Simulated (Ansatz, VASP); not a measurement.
## AlNi in VASP and in Ansatz

INCAR

```
SYSTEM = AlNi
  PREC = Accurate
  ENCUT = 520
  EDIFF = 1E-7
  ISMEAR = 0
  SIGMA = 0.1
  LREAL = .FALSE.
  LASPH = .TRUE.
  NELM = 80
  ALGO = Fast
  ISIF = 2
  LWAVE = .FALSE.
  LCHARG = .FALSE.
  GGA = PS
  NBANDS = 14
```

KPOINTS

```
Automatic mesh
0
G
  18 18 18
  0 0 0
```

Contents of POSCAR:

```
AlNi
1.0
    2.8623511850      0.0000000000      0.0000000000
    0.0000000000      2.8623511850      0.0000000000
    0.0000000000      0.0000000000      2.7764806495
Al Ni
1 1
Direct
    0.5000000000      0.5000000000      0.5000000000
    0.0000000000      0.0000000000      0.0000000000
```

Input for Ansatz:

```yaml
crystal:
  lattice:
    - [2.862351185, 0.0, 0.0]
    - [0.0, 2.862351185, 0.0]
    - [0.0, 0.0, 2.7764806495]
  atoms:
    - { symbol: Al, position: [0.5, 0.5, 0.5] }
    - { symbol: Ni, position: [0.0, 0.0, 0.0] }
basis:
  ecutwfc: 420
kpoints:
  mp_grid: { grid: [18, 18, 18] }
hamiltonian:
  xc: pbesol
scf:
  occupations: { method: gaussian, width: 0.1 }
output:
  forces: true
  stress: true
  eigenvalues: true
```

Change from the starting cell: strain along c alone, the other axes held, atoms relaxed: -3.0 %.

Alike in both runs: task single point; functional PBEsol; k mesh 18 × 18 × 18; occupations gaussian, width 0.1 eV; no spin polarisation.

|  | VASP | Ansatz |
| --- | --- | --- |
| version | VASP 6.6.1 | Ansatz 0.2.0 |
| potentials or method | VASP PAW PBE potentials, release 64 (Al, Ni), cutoff 520 eV | scalar-relativistic, plane waves, PAW |
| valence electrons in the cell | 13 | 21 |

```tsv
	VASP	Ansatz	Ansatz less VASP
gap on the k mesh at the Fermi level (eV)	none	none	-
pressure (GPa)	5.8	5.7	-0.07
traceless stress, the component that is largest in VASP (GPa)	2.05	2.01	-0.035
```

VASP's potentials were made for PBE, not for PBEsol. A gap of «none» marks a metal or a gap that the smearing closes. The functional is the same, so the differences come from potentials, cutoffs and numerics. VASP's potentials hold 13 valence electrons a cell and Ansatz's 21, so a difference there can come from the potentials and not from the codes.
